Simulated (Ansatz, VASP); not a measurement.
**HfO2 in VASP and in Ansatz**

File INCAR:

```
SYSTEM = HfO2
PREC = Accurate
ENCUT = 600
EDIFF = 1E-6
ISMEAR = 0
SIGMA = 0.01
LREAL = .FALSE.
LASPH = .TRUE.
NELM = 80
ALGO = Normal
ISIF = 3
LWAVE = .FALSE.
LCHARG = .FALSE.
GGA = PE
IBRION = 2
NSW = 80
EDIFFG = -0.005
```

File KPOINTS:

```
regular mesh
0
G
  4 4 4
  0 0 0
```

POSCAR

```
HfO2
1.0
    5.2194633600      0.0000000000      0.0000000000
    0.0000000000      5.0047636900      0.0000000000
    0.0000000000      0.0000000000      5.0326850500
Hf O
4 8
Direct
    0.0330060000      0.2674791800      0.2414403500
    0.4669940000      0.2674791800      0.7414403500
    0.5330060000      0.7325208200      0.2414403500
    0.9669940000      0.7325208200      0.7414403500
    0.3678725500      0.0713546000      0.3792672600
    0.1321274500      0.0713546000      0.8792672600
    0.7339485200      0.4601169500      0.4922923900
    0.7660514800      0.4601169500      0.9922923900
    0.2660514800      0.5398830500      0.9922923900
    0.2339485200      0.5398830500      0.4922923900
    0.8678725500      0.9286454000      0.3792672600
    0.6321274500      0.9286454000      0.8792672600
```

Input for Ansatz:

```yaml
crystal:
  lattice:
    - [5.21946336, 0.0, 0.0]
    - [0.0, 5.00476369, 0.0]
    - [0.0, 0.0, 5.03268505]
  atoms:
    - { symbol: Hf, position: [0.033006, 0.26747918, 0.24144035] }
    - { symbol: Hf, position: [0.466994, 0.26747918, 0.74144035] }
    - { symbol: Hf, position: [0.533006, 0.73252082, 0.24144035] }
    - { symbol: Hf, position: [0.966994, 0.73252082, 0.74144035] }
    - { symbol: O, position: [0.36787255, 0.0713546, 0.37926726] }
    - { symbol: O, position: [0.13212745, 0.0713546, 0.87926726] }
    - { symbol: O, position: [0.73394852, 0.46011695, 0.49229239] }
    - { symbol: O, position: [0.76605148, 0.46011695, 0.99229239] }
    - { symbol: O, position: [0.26605148, 0.53988305, 0.99229239] }
    - { symbol: O, position: [0.23394852, 0.53988305, 0.49229239] }
    - { symbol: O, position: [0.86787255, 0.9286454, 0.37926726] }
    - { symbol: O, position: [0.63212745, 0.9286454, 0.87926726] }
scf:
  occupations: { method: fixed }
output:
  forces: true
  stress: true
  eigenvalues: true
hamiltonian:
  xc: pbe
kpoints:
  mp_grid: { grid: [4, 4, 4] }
relax:
  f_tol: 0.005
  cell: { stress_tol: 0.05 }
```

Alike in both runs: task relaxation of cell and atoms; functional PBE; k mesh 4 × 4 × 4; no spin polarisation.

|  | VASP | Ansatz |
| --- | --- | --- |
| version | VASP 6.6.1 | Ansatz 0.2.0 |
| potentials or method | VASP PAW PBE potentials, release 64 (Hf_pv, O) | scalar-relativistic, plane waves, PAW |
| plane-wave cutoff (eV) | 600 | 420 |
| occupations | gaussian, width 0.01 eV | fixed |
| valence electrons in the cell | 88 | 152 |

|  | VASP | Ansatz | Ansatz less VASP |
| --- | --- | --- | --- |
| gap on the k mesh at the Fermi level, each at its own relaxed structure (eV) | 4.40 | 4.41 | +0.009 |
| relaxed volume (Å³/atom) | 11.24 | 11.41 | +0.164 |
| relaxed length of the cell vector where the two differ most in proportion (Å) | 5.266 | 5.294 | +0.0277 |

VASP's potentials hold 88 valence electrons a cell and Ansatz's 152, so a difference there can come from the potentials and not from the codes.

Spin-orbit coupling is off throughout.
